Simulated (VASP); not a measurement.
Write the native input for VASP 6.6.1 that does the following.

* Task: single point
* Functional: PBE
* Potentials or basis: VASP PAW PBE potentials, release 64 (Ba_sv, Al, As)
* Cutoff: 500 eV
* k mesh: 4 × 4 × 4
* Occupations: gaussian, width 0.1 eV
* Spin: no spin polarisation
* Dipole correction: no
* Further INCAR settings: ALGO = Normal; EDIFF = 1e-06; NBANDS = 33

The structure of Ba4AlAs lies in POSCAR:

```
Ba4AlAs
1.0
    0.0000000000      4.9099221901      4.9099221901
    4.9099221901      0.0000000000      4.9099221901
    4.9099221901      4.9099221901      0.0000000000
Ba Al As
4 1 1
Direct
    0.3764781179      0.3764781179      0.8705656463
    0.8705656463      0.3764781179      0.3764781179
    0.3764781179      0.3764781179      0.3764781179
    0.3764781179      0.8705656463      0.3764781179
    0.0000000000      0.0000000000      0.0000000000
    0.7500000000      0.7500000000      0.7500000000
```

One way to write it, as run:

INCAR

```
SYSTEM = Ba4AlAs
ALGO = Normal
EDIFF = 1E-6
ENCUT = 500
GGA = PE
GGA_COMPAT = .False.
ISIF = 2
ISMEAR = 0
LASPH = .True.
LCHARG = .False.
LREAL = .False.
LWAVE = .False.
NBANDS = 33
NELM = 120
PREC = Accurate
SIGMA = 0.1
```

KPOINTS

```
k-points
0
Gamma
  4 4 4
  0 0 0
```

Potentials or basis: VASP PAW PBE potentials, release 64 (Ba_sv, Al, As).

Command:

```bash
$ cat potpaw_PBE.64/Ba_sv/POTCAR potpaw_PBE.64/Al/POTCAR potpaw_PBE.64/As/POTCAR > POTCAR
$ mpirun -np 1 vasp_std > vasp.out
```

It gave:

| Item | Value |
| --- | --- |
| Pressure | 0.7 GPa |
| Largest force | 0.095 eV/Å |
| Band gap on the k mesh | zero (band 24 reaches 2.94 eV, above the bottom of band 25 at 2.36 eV) |

Caveat: spin-orbit coupling is left out, which moves the levels of the heavy elements.

It took 110 s on 1 thread of AMD EPYC 7R43 64-Core Processor (Zen 3) (shared host), peak memory 0.37 GiB.
